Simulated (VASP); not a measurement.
# GeSe (Pnma) in VASP: a series of runs

Runs on GeSe. Level: PBE. Tasks: relaxation of cell and atoms.

Everything below comes from runs of VASP 6.6.1. Logs are shortened: lines on timing, memory, paths and dates and some standing lists are left out, and cuts for length are marked.

## 1. The cell of the first run

Symmetry: Pnma, No. 62, orthorhombic system. Conventional cell: a = 10.790 Å, b = 3.820 Å, c = 4.380 Å, α = 90.00°, β = 90.00°, γ = 90.00°. Within 3.4 Å of Ge (site symmetry m) lie 6 Se at 2.54 to 3.38 Å and 2 Ge at 3.37 Å. Within 3.4 Å of Se (site symmetry m) lie 6 Ge at 2.54 to 3.38 Å.

## 2. Relaxation of cell and atoms, PBE

INCAR

```
PREC = Accurate ; ENCUT = 600
EDIFF = 1E-6 ; ISMEAR = 0
SIGMA = 0.03 ; LREAL = False
LASPH = True ; NELM = 80
ALGO = Normal ; ISIF = 3
LWAVE = False ; LCHARG = False
GGA = PE ; IBRION = 2
NSW = 90 ; EDIFFG = -0.01
KPAR = 2
```

KPOINTS

```
regular mesh
0
Gamma
  4 8 6
```

POSCAR

```
GeSe
1.0
   10.7900000000      0.0000000000      0.0000000000
    0.0000000000      3.8200000000      0.0000000000
    0.0000000000      0.0000000000      4.3800000000
Ge Se
4 4
Direct
    0.1210000000      0.7500000000      0.8940000000
    0.6210000000      0.7500000000      0.6060000000
    0.3790000000      0.2500000000      0.3940000000
    0.8790000000      0.2500000000      0.1060000000
    0.8520000000      0.7500000000      0.4970000000
    0.3520000000      0.7500000000      0.0030000000
    0.6480000000      0.2500000000      0.9970000000
    0.1480000000      0.2500000000      0.5030000000
```

Potentials or basis: VASP PAW PBE potentials, release 64 (Ge_d, Se).

Started as:

```bash
> cat potpaw_PBE.64/Ge_d/POTCAR potpaw_PBE.64/Se/POTCAR > POTCAR
> mpirun -np 2 vasp_std > vasp.out
```

OUTCAR:

```text
PREC = Accurate
   ENCUT = 600
   EDIFF = 1E-6
   ISMEAR = 0
   LREAL = False
   LASPH = True
   NELM = 80
   ISIF = 3
   GGA = PE
   IBRION = 2
   NSW = 90
   EDIFFG = -0.01

 ion  position               nearest neighbor table
   1  0.121  0.750  0.894-   6 2.54   8 2.58   8 2.58
   2  0.621  0.750  0.606-   5 2.54   7 2.58   7 2.58
   3  0.379  0.250  0.394-   8 2.54   6 2.58   6 2.58
   4  0.879  0.250  0.106-   7 2.54   5 2.58   5 2.58
   5  0.852  0.750  0.497-   2 2.54   4 2.58   4 2.58
   6  0.352  0.750  0.003-   1 2.54   3 2.58   3 2.58
   7  0.648  0.250  0.997-   4 2.54   2 2.58   2 2.58
   8  0.148  0.250  0.503-   3 2.54   1 2.58   1 2.58

  LATTYP: Found a simple orthorhombic cell.
 ALAT       =     3.8200000000
 B/A-ratio  =     1.1465968586
 C/A-ratio  =     2.8246073298

  Lattice vectors:

 A1 = (   0.0000000000,   3.8200000000,   0.0000000000)
 A2 = (   0.0000000000,   0.0000000000,   4.3800000000)
 A3 = (  10.7900000000,   0.0000000000,   0.0000000000)

Analysis of symmetry for initial positions (statically):
=====================================================================
 Subroutine PRICEL returns:
 Original cell was already a primitive cell.

 Routine SETGRP: Setting up the symmetry group for a
 simple orthorhombic supercell.

 Subroutine GETGRP returns: Found  8 space group operations
 (whereof  2 operations were pure point group operations)
 out of a pool of  8 trial point group operations.

The static configuration has the point symmetry S_2 .
 The point group associated with its full space group is D_2h.

Analysis of symmetry for dynamics (positions and initial velocities):
=====================================================================
 Subroutine PRICEL returns:
 Original cell was already a primitive cell.

 Routine SETGRP: Setting up the symmetry group for a
 simple orthorhombic supercell.

 Subroutine GETGRP returns: Found  8 space group operations
 (whereof  2 operations were pure point group operations)
 out of a pool of  8 trial point group operations.

The dynamic configuration has the point symmetry S_2 .
 The point group associated with its full space group is D_2h.

 Subroutine INISYM returns: Found  8 space group operations
 (whereof  2 operations are pure point group operations),
 and found     1 'primitive' translations

----------------------------------------------------------------------------------------

                                     Primitive cell

  volume of cell :     180.5340

  direct lattice vectors                    reciprocal lattice vectors
    10.790000000  0.000000000  0.000000000     0.092678406  0.000000000  0.000000000
     0.000000000  3.820000000  0.000000000     0.000000000  0.261780105  0.000000000
     0.000000000  0.000000000  4.380000000     0.000000000  0.000000000  0.228310502

  length of vectors
    10.790000000  3.820000000  4.380000000     0.092678406  0.261780105  0.228310502

  position of ions in fractional coordinates (direct lattice)
     0.121000000  0.750000000  0.894000000
     0.621000000  0.750000000  0.606000000
     0.379000000  0.250000000  0.394000000
     0.879000000  0.250000000  0.106000000
     0.852000000  0.750000000  0.497000000
     0.352000000  0.750000000  0.003000000
     0.648000000  0.250000000  0.997000000
     0.148000000  0.250000000  0.503000000

  ion indices of the primitive-cell ions
   primitive index   ion index
                 1           1
                 2           2
                 3           3
                 4           4
                 5           5
                 6           6
                 7           7
                 8           8

----------------------------------------------------------------------------------------

 KPOINTS: regular mesh

Automatic generation of k-mesh.
 Grid dimensions read from file:
 generate k-points for:    4    8    6

 Generating k-lattice:

  Cartesian coordinates                     Fractional coordinates (reciprocal lattice)
     0.023169601  0.000000000  0.000000000     0.250000000  0.000000000  0.000000000
     0.000000000  0.032722513  0.000000000     0.000000000  0.125000000  0.000000000
     0.000000000  0.000000000  0.038051750     0.000000000  0.000000000  0.166666667

  Length of vectors
     0.023169601  0.032722513  0.038051750

  Shift w.r.t. Gamma in fractional coordinates (k-lattice)
     0.000000000  0.000000000  0.000000000

 Subroutine IBZKPT returns following result:
 ===========================================

 Found     60 irreducible k-points:

 Following reciprocal coordinates:
            Coordinates               Weight
  0.000000  0.000000  0.000000      1.000000
  0.250000  0.000000  0.000000      2.000000
  0.500000  0.000000  0.000000      1.000000
  0.000000  0.125000  0.000000      2.000000
  0.250000  0.125000  0.000000      4.000000
  0.500000  0.125000  0.000000      2.000000
[... 16 lines left out ...]
[... 24 lines left out ...]
   NSW    =     90    number of steps for IOM
   IBRION =      2    ionic relax: 0-MD 1-quasi-New 2-CG
   NFREE  =      1    steps in history (QN), initial steepest desc. (CG)
   ISIF   =      3    stress and relaxation
   ISYM   =      2    0-nonsym 1-usesym 2-fastsym
   POTIM  = 0.5000    time-step for ionic-motion
   TEBEG  =    0.0;   TEEND  =   0.0 temperature during run
   PSTRESS=    0.0 pullay stress
   NELECT =      80.0000    total number of electrons
   NUPDOWN=      -1.0000    fix difference up-down
   EMIN   =  10.00;   EMAX   =-10.00  energy-range for DOS
   EFERMI =   0.00;   METHOD = LEGACY
   ISMEAR =     0;   SIGMA  =   0.03  broadening in eV -4-tet -1-fermi 0-gaus
   EFERMI_NEDOS =   21; number of points for ismear=-14 and -15
   IALGO  =     38    algorithm
   IMIX   =      4    mixing-type and parameters
     AMIX     =   0.40;   BMIX     =  1.00
     AMIX_MAG =   1.60;   BMIX_MAG =  1.00
  volume/ion in A,a.u.               =      22.57       152.29
  Fermi-wavevector in a.u.,A,eV,Ry     =   1.248107  2.358580 21.194766  1.557771
  Thomas-Fermi vector in A             =   2.382209
   LORBIT       =      0    0 simple, 1 ext, 2 COOP (PROOUT), +10 PAW based schemes
   GGA     = PE    functional components
   LHFCALC =     F    Hartree Fock is set to
   AEXX    =    0.0000 exact exchange contribution
   IVDW    =     0    specifies the selected vdW correction
   LEPSILON=     F    determine dielectric tensor
   LRPA    =     F    only Hartree local field effects (RPA)
 conjugate gradient relaxation of ions
 non-spin polarized calculation
 Gauss-broadening in eV      SIGMA  =   0.03
  energy-cutoff  :      600.00
  volume of cell :      180.53
 maximum number of plane-waves:      6072
 NGX is ok and might be reduce to    90
   NGX = 43   NGY = 15   NGZ = 17

--------------------------------------- Ionic step        1  -------------------------------------------

 number of electron      79.9999967 magnetization

 Free energy of the ion-electron system (eV)
  ---------------------------------------------------
  ext. energy  EPLUGINS =         0.00000000
  ---------------------------------------------------
  free energy    TOTEN  =       -33.75114120 eV

  energy without entropy =      -33.75114120  energy(sigma->0) =      -33.75114120

 E-fermi :   4.7477     XC(G=0): -10.0202

 val. band max:        4.5474094281   @ k =   0.0000   0.0000   0.3333
 cond. band min:       5.1774906955   @ k =   0.0000   0.0000   0.0000
 fundamental gap:      0.6300812674
 Fermi energy:         4.7477210363

 k-point     1 :       0.0000    0.0000    0.0000
  band No.  band energies     occupation
      1     -20.0323      2.00000
      2     -20.0297      2.00000
      3     -20.0289      2.00000
      4     -20.0276      2.00000
      5     -20.0273      2.00000
      6     -20.0270      2.00000
[... 1213 lines left out ...]
     47       8.1544      0.00000
     48       8.1544      0.00000

 [... further k-points ...]
[... 5 lines left out ...]
  --------------------------------------------------------------------------------------
  -------------------------------------------------------------------------------------
  Total        4.3700082      3.6571302      2.9997076      0.0000000      0.0000000      0.0000000
  in kB       38.7823315     32.4557831     26.6213816      0.0000000      0.0000000      0.0000000
  external PRESSURE =      32.6198321 kB  Pullay stress =       0.0000000 kB
[... 107 lines left out ...]
  FREE ENERGIE OF THE ION-ELECTRON SYSTEM (eV)
  ---------------------------------------------------
  free  energy   TOTEN  =       -33.8471274264 eV

  energy  without entropy=      -33.8471274264  energy(sigma->0) =      -33.84712743

[... ionic steps 4 to 27 ...]

--------------------------------------- Ionic step       28  -------------------------------------------

 number of electron      80.0000052 magnetization

------------------------ aborting loop because EDIFF is reached ----------------------------------------
[... 79 lines left out ...]
--------------------------------------- Ionic step       30  -------------------------------------------

 number of electron      80.0000055 magnetization

 Free energy of the ion-electron system (eV)
  ---------------------------------------------------
  ext. energy  EPLUGINS =         0.00000000
  ---------------------------------------------------
  free energy    TOTEN  =       -33.87823897 eV

  energy without entropy =      -33.87823897  energy(sigma->0) =      -33.87823897

 E-fermi :   3.8377     XC(G=0):  -9.6086

 val. band max:        3.6957627206   @ k =   0.0000   0.0000   0.3333
 cond. band min:       4.5345150072   @ k =   0.0000   0.0000   0.0000
 fundamental gap:      0.8387522866
 Fermi energy:         3.8377366820

 k-point     1 :       0.0000    0.0000    0.0000
  band No.  band energies     occupation
      1     -20.8021      2.00000
      2     -20.8009      2.00000
      3     -20.7998      2.00000
      4     -20.7991      2.00000
      5     -20.7984      2.00000
      6     -20.7982      2.00000
[... 1213 lines left out ...]
     47       7.2638      0.00000
     48       7.2638      0.00000

 [... further k-points ...]
[... 5 lines left out ...]
  --------------------------------------------------------------------------------------
  -------------------------------------------------------------------------------------
  Total        0.0306892      0.0011732      0.0777578      0.0000000      0.0000000      0.0000000
  in kB        0.2507774      0.0095865      0.6353990      0.0000000      0.0000000      0.0000000
  external PRESSURE =       0.2985876 kB  Pullay stress =       0.0000000 kB
[... 23 lines left out ...]
  FREE ENERGIE OF THE ION-ELECTRON SYSTEM (eV)
  ---------------------------------------------------
  free  energy   TOTEN  =       -33.8782389735 eV

  energy  without entropy=      -33.8782389735  energy(sigma->0) =      -33.87823897

 reached required accuracy - stopping structural energy minimisation
```

It took 69 min on 2 MPI ranks of Intel Xeon Platinum 8488C (Sapphire Rapids), shared host; peak memory 0.66 GiB.

Results:

- Free energy: -33.8782 eV
- Relaxed volume: 24.51 Å³/atom
- Relaxed cell: a = 11.181 Å, b = 3.889 Å, c = 4.509 Å, α = 90.00°, β = 90.00°, γ = 90.00°
- Space group after relaxing (to 0.1 Å): Pnma (No. 62)
- Energy gained by relaxing: 15.9 meV/atom
- Ionic steps: 30
- Pressure after relaxing: 0.0 GPa
- Largest force after relaxing: 0.009 eV/Å
- Band gap on the k mesh: 0.84 eV (least direct gap 0.94 eV)

Forces in eV/Å, atoms in the order of the input:
```
Ge   0.006  0.000 -0.007
Ge   0.006  0.000  0.007
Ge  -0.006  0.000 -0.007
Ge  -0.006  0.000  0.007
Se   0.002  0.000 -0.001
Se   0.002  0.000  0.001
Se  -0.002  0.000 -0.001
Se  -0.002  0.000  0.001
```

Step by step:
```
step  energy change (eV)  largest force (eV/Å)  pressure (GPa)  volume (Å³)
   1              0.0000                0.2660            3.26       180.53
   2             -0.0827                0.3201           -0.96       192.80
   3             -0.0960                0.1890            0.11       189.32
   4             -0.1042                0.1494            0.13       190.16
   5             -0.1140                0.0645            0.12       192.70
   6             -0.1183                0.0455           -0.02       194.06
   7             -0.1204                0.0409           -0.20       195.93
   8             -0.1238                0.0184           -0.10       196.10
   9             -0.1256                0.0269            0.06       196.28
  10             -0.1257                0.0318            0.14       196.34
  11             -0.1260                0.0151           -0.02       197.06
  12             -0.1260                0.0160            0.01       196.93
  13             -0.1260                0.0154           -0.06       197.00
  14             -0.1260                0.0156            0.00       196.96
  15             -0.1260                0.0155           -0.04       196.97
  16             -0.1261                0.0155            0.04       196.79
  17             -0.1261                0.0156            0.01       196.79
  18             -0.1262                0.0127            0.00       196.79
  19             -0.1263                0.0142           -0.03       196.79
  20             -0.1263                0.0320           -0.10       196.78
  21             -0.1264                0.0258           -0.07       196.78
  22             -0.1264                0.0249           -0.04       196.76
  23             -0.1264                0.0245           -0.05       196.70
  24             -0.1265                0.0233           -0.02       196.58
  25             -0.1267                0.0209           -0.01       196.34
  26             -0.1268                0.0161            0.04       195.85
  27             -0.1269                0.0153            0.05       195.88
  28             -0.1270                0.0132            0.02       195.98
  29             -0.1270                0.0126            0.01       196.02
  30             -0.1271                0.0092            0.03       196.07
```

Final structure:
```
Ge Se
1.0
    11.18106    0.00000    0.00000
     0.00000    3.88934    0.00000
     0.00000    0.00000    4.50868
Ge Se
4 4
Direct
  0.12626 0.75000 0.88310
  0.62626 0.75000 0.61690
  0.37374 0.25000 0.38310
  0.87374 0.25000 0.11690
  0.85274 0.75000 0.49919
  0.35274 0.75000 0.00081
  0.64726 0.25000 0.99919
  0.14726 0.25000 0.50081
```

Levels at points of the mesh, in eV from the valence-band top:
```
           k point  band 37  band 38  band 39  band 40  band 41  band 42  band 43  band 44
(0.00, 0.00, 0.00)    -1.32    -1.01    -0.72    -0.10     0.84     2.66     2.66     2.67
(0.50, 0.00, 0.00)    -1.56    -1.56    -0.36    -0.36     2.31     2.31     2.45     2.45
(0.00, 0.50, 0.00)    -1.37    -1.37    -1.14    -1.14     1.14     1.14     1.36     1.36
(0.50, 0.50, 0.00)    -1.44    -1.44    -1.44    -1.44     1.53     1.53     1.53     1.53
(0.00, 0.00, 0.50)    -0.89    -0.89    -0.37    -0.37     1.33     1.33     1.98     1.98
(0.50, 0.00, 0.50)    -0.56    -0.56    -0.48    -0.48     1.37     1.37     1.93     1.93
(0.00, 0.50, 0.50)    -1.96    -1.96    -1.36    -1.36     2.87     2.87     3.23     3.23
(0.50, 0.50, 0.50)    -1.38    -1.38    -1.38    -1.38     2.67     2.67     2.67     2.67
```

A k mesh can miss the band edges. PBE usually gives volumes a little too large and moduli too small.

## 3. Relaxation of cell and atoms, PBE

This run uses another cell than the first one, of 24.51 Å³/atom.

INCAR

```
PREC = Accurate ; ENCUT = 600
EDIFF = 1E-7 ; ISMEAR = 0
SIGMA = 0.03 ; LREAL = False
LASPH = True ; NELM = 80
ALGO = Normal ; ISIF = 3
LWAVE = False ; LCHARG = False
GGA = PE ; IBRION = 2
NSW = 90 ; EDIFFG = -0.005
KPAR = 2
```

KPOINTS is that of step 2.

POSCAR

```
GeSe                                    
1.0
   11.1810604035      0.0000000000      0.0000000000
    0.0000000000      3.8893381181     -0.0000000000
    0.0000000000      0.0000000000      4.5086797966
  Ge              Se            
     4     4
Direct
     0.1262647302566407    0.7500000000000000    0.8830985544533143
     0.6262647302566408    0.7500000000000000    0.6169014455466857
     0.3737352697433594    0.2500000000000000    0.3830985544533141
     0.8737352697433592    0.2500000000000000    0.1169014455466859
     0.8527383792237330    0.7500000000000000    0.4991936751724357
     0.3527383792237332    0.7500000000000000    0.0008063248275643
     0.6472616207762670    0.2500000000000000    0.9991936751724357
     0.1472616207762669    0.2500000000000000    0.5008063248275643
```

Potentials or basis: VASP PAW PBE potentials, release 64 (Ge_d, Se).

Started as:

```bash
> cat potpaw_PBE.64/Ge_d/POTCAR potpaw_PBE.64/Se/POTCAR > POTCAR
> mpirun -np 2 vasp_std > vasp.out
```

Run time: 16 min. Hardware: 2 MPI ranks of Intel Xeon Platinum 8488C (Sapphire Rapids), shared host; peak memory 0.67 GiB.

The run converged. Its results:

| Property | Result |
| --- | --- |
| Free energy | -33.8791 eV |
| Relaxed volume | 24.56 Å³/atom |
| Relaxed cell | a = 11.185 Å, b = 3.884 Å, c = 4.523 Å, α = 90.00°, β = 90.00°, γ = 90.00° |
| Space group after relaxing (to 0.1 Å) | Pnma (No. 62) |
| Energy gained by relaxing | 0.0 meV/atom |
| Ionic steps | 4 |
| Pressure after relaxing | 0.0 GPa |
| Largest force after relaxing | 0.004 eV/Å |
| Band gap on the k mesh | 0.86 eV (least direct gap 0.95 eV) |

Forces in eV/Å, atoms in the order of the input:
```
Ge   0.000  0.000 -0.003
Ge   0.000  0.000  0.003
Ge   0.000  0.000 -0.003
Ge   0.000  0.000  0.003
Se  -0.003  0.000  0.003
Se  -0.003  0.000 -0.003
Se   0.003  0.000  0.003
Se   0.003  0.000 -0.003
```

The path:
```
step  energy change (eV)  largest force (eV/Å)  pressure (GPa)  volume (Å³)
   1              0.0000                0.0096            0.01       196.07
   2              0.0000                0.0086            0.01       196.11
   3             -0.0001                0.0067            0.02       196.22
   4             -0.0002                0.0040            0.02       196.45
```

Final structure:
```
Ge Se
1.0
    11.18477    0.00000    0.00000
     0.00000    3.88377    0.00000
     0.00000    0.00000    4.52253
Ge Se
4 4
Direct
  0.12651 0.75000 0.88227
  0.62651 0.75000 0.61773
  0.37349 0.25000 0.38227
  0.87349 0.25000 0.11773
  0.85282 0.75000 0.49907
  0.35282 0.75000 0.00093
  0.64718 0.25000 0.99907
  0.14718 0.25000 0.50093
```

Levels at points of the mesh, in eV from the valence-band top:
| k point | band 37 | band 38 | band 39 | band 40 | band 41 | band 42 | band 43 | band 44 |
| --- | --- | --- | --- | --- | --- | --- | --- | --- |
| (0.00, 0.00, 0.00) | -1.31 | -0.99 | -0.73 | -0.09 | 0.86 | 2.66 | 2.66 | 2.67 |
| (0.50, 0.00, 0.00) | -1.55 | -1.55 | -0.36 | -0.36 | 2.31 | 2.31 | 2.46 | 2.46 |
| (0.00, 0.50, 0.00) | -1.38 | -1.38 | -1.14 | -1.14 | 1.13 | 1.13 | 1.37 | 1.37 |
| (0.50, 0.50, 0.00) | -1.45 | -1.45 | -1.45 | -1.45 | 1.53 | 1.53 | 1.53 | 1.53 |
| (0.00, 0.00, 0.50) | -0.88 | -0.88 | -0.36 | -0.36 | 1.34 | 1.34 | 1.98 | 1.98 |
| (0.50, 0.00, 0.50) | -0.56 | -0.56 | -0.47 | -0.47 | 1.38 | 1.38 | 1.94 | 1.94 |
| (0.00, 0.50, 0.50) | -1.95 | -1.95 | -1.35 | -1.35 | 2.87 | 2.87 | 3.23 | 3.23 |
| (0.50, 0.50, 0.50) | -1.37 | -1.37 | -1.37 | -1.37 | 2.67 | 2.67 | 2.67 | 2.67 |
